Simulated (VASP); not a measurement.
# As in VASP: further runs

The runs below take As through relaxation of the atoms, with PBE+D3(BJ).

Program: VASP 6.6.1. These are calculated values, not measurements. Logs are shortened: lines on timing, memory, paths and dates and some standing lists are left out, and cuts for length are marked.

## 1. The cell of the first run

The cell holds a slab with vacuum, 4 atoms: a = 3.572 Å, b = 3.572 Å, c = 20.295 Å, α = 90.00°, β = 90.00°, γ = 120.00°.

## 2. Relaxation of the atoms, PBE+D3(BJ) (layers slid over each other)

Input file INCAR:

```
PREC = Accurate
ENCUT = 520
EDIFF = 1E-6
ISMEAR = 0
SIGMA = 0.05
LREAL = False
LASPH = True
NELM = 60
ALGO = Normal
ISIF = 2
LWAVE = False
LCHARG = False
LDIPOL = True
IDIPOL = 3
DIPOL = 0.5 0.5 0.384
GGA = PE
IVDW = 12
IBRION = 2
NSW = 40
EDIFFG = -0.003
```

Input file KPOINTS:

```
Automatic mesh
0
Gamma
  9 9 1
```

Input file POSCAR:

```
As
1.0
    3.5716242980      0.0000000000      0.0000000000
   -1.7858121490      3.0931173748      0.0000000000
    0.0000000000      0.0000000000     20.2951239168
As
4
Selective dynamics
Direct
    0.3333333333      0.6666666667      0.2217281362  F F F
    0.6666666667      0.3333333333      0.2906104021  F F T
    0.6666666667      0.6666666667      0.4770114435  F F T
    1.0000000000      0.3333333333      0.5458939653  F F T
```

Potentials or basis: VASP PAW PBE potentials, release 64 (As).

The run is started by

```bash
$ cat potpaw_PBE.64/As/POTCAR > POTCAR
$ mpirun -np 1 vasp_std > vasp.out
```

OUTCAR:

```text
PREC = Accurate
   ENCUT = 520
   EDIFF = 1E-6
   ISMEAR = 0
   LREAL = False
   LASPH = True
   NELM = 60
   ISIF = 2
   GGA = PE
   IVDW = 12
   IBRION = 2
   NSW = 40
   EDIFFG = -0.003
 IVDW          = 12

 ion  position               nearest neighbor table
   1  0.333  0.667  0.222-   2 2.49   2 2.49   2 2.49
   2  0.667  0.333  0.291-   1 2.49   1 2.49   1 2.49
   3  0.667  0.667  0.477-   4 2.49   4 2.49   4 2.49
   4  0.000  0.333  0.546-   3 2.49   3 2.49   3 2.49

  LATTYP: Found a hexagonal cell.
 ALAT       =     3.5716242980
 C/A-ratio  =     5.6823232858

  Lattice vectors:

 A1 = (   3.5716242980,   0.0000000000,   0.0000000000)
 A2 = (  -1.7858121490,   3.0931173748,   0.0000000000)
 A3 = (   0.0000000000,   0.0000000000,  20.2951239168)

Analysis of symmetry for initial positions (statically):
=====================================================================
 Subroutine PRICEL returns:
 Original cell was already a primitive cell.

 Routine SETGRP: Setting up the symmetry group for a
 hexagonal supercell.

 Subroutine GETGRP returns: Found  2 space group operations
 (whereof  1 operations were pure point group operations)
 out of a pool of 24 trial point group operations.

The static configuration has the point symmetry C_1 .
 The point group associated with its full space group is S_2 .

Analysis of symmetry for dynamics (positions and initial velocities):
=====================================================================
 Subroutine PRICEL returns:
 Original cell was already a primitive cell.

 Routine SETGRP: Setting up the symmetry group for a
 hexagonal supercell.

 Subroutine GETGRP returns: Found  2 space group operations
 (whereof  1 operations were pure point group operations)
 out of a pool of 24 trial point group operations.

The dynamic configuration has the point symmetry C_1 .
 The point group associated with its full space group is S_2 .

Analysis of constrained symmetry for selective dynamics:
=====================================================================
 Subroutine PRICEL returns:
 Original cell was already a primitive cell.

 Routine SETGRP: Setting up the symmetry group for a
 hexagonal supercell.

 Subroutine GETGRP returns: Found  1 space group operations
 (whereof  1 operations were pure point group operations)
 out of a pool of 24 trial point group operations.

The constrained configuration has the point symmetry C_1 .

 Subroutine INISYM returns: Found  1 space group operations
[... 141 lines left out ...]

 number of electron      20.0000001 magnetization

 Free energy of the ion-electron system (eV)
  ---------------------------------------------------
  ext. energy  EPLUGINS =         0.00000000
  ---------------------------------------------------
  free energy    TOTEN  =       -18.64296147 eV

  energy without entropy =      -18.64296147  energy(sigma->0) =      -18.64296147

------------------------ aborting loop because EDIFF is reached ----------------------------------------

 Edisp (eV)   -1.02273

 E8    (eV) :    -0.4455
[... 111 lines left out ...]
  FREE ENERGIE OF THE ION-ELECTRON SYSTEM (eV)
  ---------------------------------------------------
  free  energy   TOTEN  =       -19.6667764360 eV

  energy  without entropy=      -19.6667764360  energy(sigma->0) =      -19.66677644

[... ionic steps 4 to 34 ...]

--------------------------------------- Ionic step       35  -------------------------------------------

 number of electron      20.0000001 magnetization

------------------------ aborting loop because EDIFF is reached ----------------------------------------
[... 37 lines left out ...]
--------------------------------------- Ionic step       36  -------------------------------------------

 number of electron      20.0000001 magnetization

 dipolmoment           0.000000      0.000000     -0.000025 electrons x Angstroem

------------------------ aborting loop because EDIFF is reached ----------------------------------------

 Edisp (eV)   -1.07508

 E8    (eV) :    -0.4691
[... 33 lines left out ...]
--------------------------------------- Ionic step       37  -------------------------------------------

 number of electron      20.0000001 magnetization

 dipolmoment           0.000000      0.000000      0.000032 electrons x Angstroem

 Free energy of the ion-electron system (eV)
  ---------------------------------------------------
  ext. energy  EPLUGINS =         0.00000000
  ---------------------------------------------------
  free energy    TOTEN  =       -18.60839662 eV

  energy without entropy =      -18.60839662  energy(sigma->0) =      -18.60839662

 E-fermi :  -1.0869     XC(G=0):  -4.6635

 val. band max:       -1.3075733463   @ k =  -0.2222   0.1111   0.0000
 cond. band min:      -0.3164177620   @ k =   0.3333   0.0000   0.0000
 fundamental gap:      0.9911555843
 Fermi energy:        -1.0869491445

 k-point     1 :       0.0000    0.0000    0.0000
  band No.  band energies     occupation
      1     -15.2279      2.00000
      2     -15.1416      2.00000
      3      -9.1502      2.00000
      4      -8.5634      2.00000
      5      -2.9097      2.00000
      6      -1.5279      2.00000
      7      -1.5215      2.00000
      8      -1.5053      2.00000
      9      -1.4832      2.00000
     10      -1.4183      2.00000
     11       0.3989      0.00000
     12       0.9702      0.00000
     13       1.9432      0.00000
     14       1.9450      0.00000
[... 377 lines left out ...]
      1     -13.2143      2.00000
      2     -13.1339      2.00000
      3     -10.0918      2.00000
      4     -10.0381      2.00000
      5      -5.4840      2.00000
      6      -5.0104      2.00000
      7      -4.1232      2.00000
      8      -3.9538      2.00000
      9      -2.7559      2.00000
     10      -2.5823      2.00000
     11       0.4518      0.00000
     12       1.2523      0.00000
     13       1.7978      0.00000
     14       2.0950      0.00000

 [... further k-points ...]

------------------------ aborting loop because EDIFF is reached ----------------------------------------

 vacuum level on the upper side and lower side of the slab       (xc-potential included)        -0.013        -0.021

 Edisp (eV)   -1.07509

 E8    (eV) :    -0.4691

  FORCE on cell =-STRESS in cart. coord.  units (eV):
  Direction    XX          YY          ZZ          XY          YZ          ZX
  --------------------------------------------------------------------------------------
  -------------------------------------------------------------------------------------
  Total       0.07518     0.33663    -0.02253    -0.01636     0.24912    -0.20207
  in kB       0.53724     2.40554    -0.16098    -0.11692     1.78019    -1.44397
  external pressure =        0.93 kB  Pullay stress =        0.00 kB
[... 19 lines left out ...]
  FREE ENERGIE OF THE ION-ELECTRON SYSTEM (eV)
  ---------------------------------------------------
  free  energy   TOTEN  =       -19.6834827217 eV

  energy  without entropy=      -19.6834827217  energy(sigma->0) =      -19.68348272

 reached required accuracy - stopping structural energy minimisation

 vacuum level on the upper side and lower side of the slab         3.760         3.753
```

CONTCAR:

```text
As
   1.00000000000000
     3.5716242980000001    0.0000000000000000    0.0000000000000000
    -1.7858121490000001    3.0931173747999998    0.0000000000000000
     0.0000000000000000    0.0000000000000000   20.2951239168000015
  As
     4
Selective dynamics
Direct
     0.3333333332999970    0.6666666667000030    0.2217281361999994   F   F   F
     0.6666666667000030    0.3333333332999970    0.2908950127880027   F   F   T
     0.6666666667000030    0.6666666667000030    0.4572123921167289   F   F   T
     0.0000000000000000    0.3333333332999970    0.5263869376967281   F   F   T

  0.00000000E+00  0.00000000E+00  0.00000000E+00
  0.00000000E+00  0.00000000E+00  0.00000000E+00
  0.00000000E+00  0.00000000E+00  0.00000000E+00
  0.00000000E+00  0.00000000E+00  0.00000000E+00
```

Run time: 41 min. Hardware: 1 thread of Oxide Virtual Turin-like, shared host; peak memory 0.39 GiB.

What came out:

* Free energy: -19.6835 eV
* Energy gained by relaxing: 4.4 meV/atom
* Ionic steps: 37
* Band gap on the k mesh: 0.99 eV (least direct gap 1.57 eV)
* Dispersion energy per atom: -0.269 eV

Step by step:
```
step  energy change (eV)  largest force on free atoms (eV/Å)  pressure (GPa)
   1              0.0000                              0.1370            0.04
   2             -0.0011                              0.0620           -0.08
   3             -0.0011                              0.0742           -0.09
   4             -0.0013                              0.0468           -0.10
   5             -0.0014                              0.0457           -0.11
   6             -0.0016                              0.0465           -0.11
   7             -0.0023                              0.0480           -0.10
   8             -0.0036                              0.0508           -0.09
   9             -0.0061                              0.0561           -0.08
  10             -0.0105                              0.0653           -0.04
  11             -0.0165                              0.0756            0.05
  12             -0.0089                              0.1358            0.32
  13             -0.0175                              0.0763            0.10
  14             -0.0142                              0.2989           -0.05
  15             -0.0177                              0.0141            0.07
  16             -0.0177                              0.0138            0.07
  17             -0.0177                              0.0238            0.09
  18             -0.0177                              0.0104            0.08
  19             -0.0177                              0.0091            0.08
  20             -0.0177                              0.0220            0.09
  21             -0.0177                              0.0069            0.09
  22             -0.0177                              0.0051            0.08
  23             -0.0177                              0.0071            0.08
  24             -0.0178                              0.0058            0.08
  25             -0.0178                              0.0120            0.08
  26             -0.0178                              0.0117            0.08
  27             -0.0178                              0.0103            0.08
  28             -0.0178                              0.0075            0.09
  29             -0.0178                              0.0211            0.10
  30             -0.0178                              0.0136            0.09
  31             -0.0178                              0.0108            0.09
  32             -0.0178                              0.0136            0.10
  33             -0.0178                              0.0114            0.10
  34             -0.0178                              0.0093            0.09
  35             -0.0178                              0.0070            0.09
  36             -0.0178                              0.0049            0.09
  37             -0.0178                              0.0029            0.09
```

Final structure:
```
As
1.0
     3.57162    0.00000    0.00000
    -1.78581    3.09312    0.00000
     0.00000    0.00000   20.29512
As
4
Cartesian
  0.0000 2.0621 4.5000
  1.7858 1.0310 5.9038
  1.1905 2.0621 9.2792
  -0.5953 1.0310 10.6831
```

Caveat: the cell differs from its parent crystal (layers slid over each other).

## 3. Relaxation of the atoms, PBE+D3(BJ) (layers slid over each other)

Input file INCAR:

```
ALGO = Normal
DIPOL = 0.5 0.5 0.374
EDIFF = 1E-6
EDIFFG = -0.003
ENCUT = 520
GGA = PE
IBRION = 2
IDIPOL = 3
ISIF = 2
ISMEAR = 0
IVDW = 12
LASPH = T
LCHARG = F
LDIPOL = T
LREAL = F
LWAVE = F
NELM = 80
NSW = 40
PREC = Accurate
SIGMA = 0.05
```

Input file KPOINTS:

```
k-points
0
Gamma
  9 9 1
```

Input file POSCAR:

```
As
1.0
    3.5716242980      0.0000000000      0.0000000000
   -1.7858121490      3.0931173748      0.0000000000
    0.0000000000      0.0000000000     20.2951239168
As
4
Selective dynamics
Direct
    0.3333333333      0.6666666667      0.2217281362  F F F
    0.6666666667      0.3333333333      0.2905581628  F F T
    0.8333333333      1.0000000000      0.4568728364  F F T
    1.1666666667      0.6666666667      0.5256960366  F F T
```

Potentials or basis: VASP PAW PBE potentials, release 64 (As).

The run is started by

```bash
$ cat potpaw_PBE.64/As/POTCAR > POTCAR
$ mpirun -np 1 vasp_std > vasp.out
```

Run time: 31 min. Hardware: 1 thread of Oxide Virtual Turin-like, shared host; peak memory 0.38 GiB.

It converged, with:

```
Free energy                : -19.7074 eV
Energy gained by relaxing  : 2.0 meV/atom
Ionic steps                : 17
Band gap on the k mesh     : 0.79 eV (least direct gap 1.55 eV)
Dispersion energy per atom : -0.279 eV
```

Step by step:
| step | energy change (eV) | largest force on free atoms (eV/Å) | pressure (GPa) |
| --- | --- | --- | --- |
| 1 | 0.0000 | 0.1158 | 0.15 |
| 2 | -0.0008 | 0.0494 | 0.05 |
| 3 | -0.0008 | 0.0548 | 0.05 |
| 4 | -0.0009 | 0.0338 | 0.04 |
| 5 | -0.0009 | 0.0314 | 0.04 |
| 6 | -0.0010 | 0.0318 | 0.04 |
| 7 | -0.0013 | 0.0316 | 0.04 |
| 8 | -0.0019 | 0.0317 | 0.05 |
| 9 | -0.0030 | 0.0316 | 0.07 |
| 10 | -0.0049 | 0.0305 | 0.10 |
| 11 | -0.0073 | 0.0291 | 0.17 |
| 12 | -0.0056 | 0.0525 | 0.37 |
| 13 | -0.0078 | 0.0329 | 0.23 |
| 14 | 0.0238 | 0.6861 | 0.19 |
| 15 | -0.0078 | 0.0101 | 0.23 |
| 16 | -0.0051 | 0.2169 | 0.44 |
| 17 | -0.0078 | 0.0015 | 0.24 |

Final structure:
```cif
data_structure
_symmetry_space_group_name_H-M 'P 1'
_symmetry_Int_Tables_number 1
_cell_length_a 3.5716
_cell_length_b 3.5716
_cell_length_c 20.2951
_cell_angle_alpha 90.000
_cell_angle_beta 90.000
_cell_angle_gamma 120.000
_cell_volume 224.21
loop_
_atom_site_label
_atom_site_type_symbol
_atom_site_fract_x
_atom_site_fract_y
_atom_site_fract_z
_atom_site_occupancy
As1 As 0.33333 0.66667 0.22173 1
As2 As 0.66667 0.33333 0.29076 1
As3 As 0.83333 0.00000 0.44427 1
As4 As 0.16667 0.66667 0.51330 1
```

Levels at points of the mesh, in eV from the valence-band top:
```csv
k point,band 7,band 8,band 9,band 10,band 11,band 12,band 13,band 14
"(0.00, 0.00, 0.00)",-0.40,-0.36,-0.34,-0.13,1.53,2.23,2.99,3.09
```

Caveat: the cell differs from its parent crystal (layers slid over each other); semilocal functionals underestimate gaps, and a narrow one can read as zero.
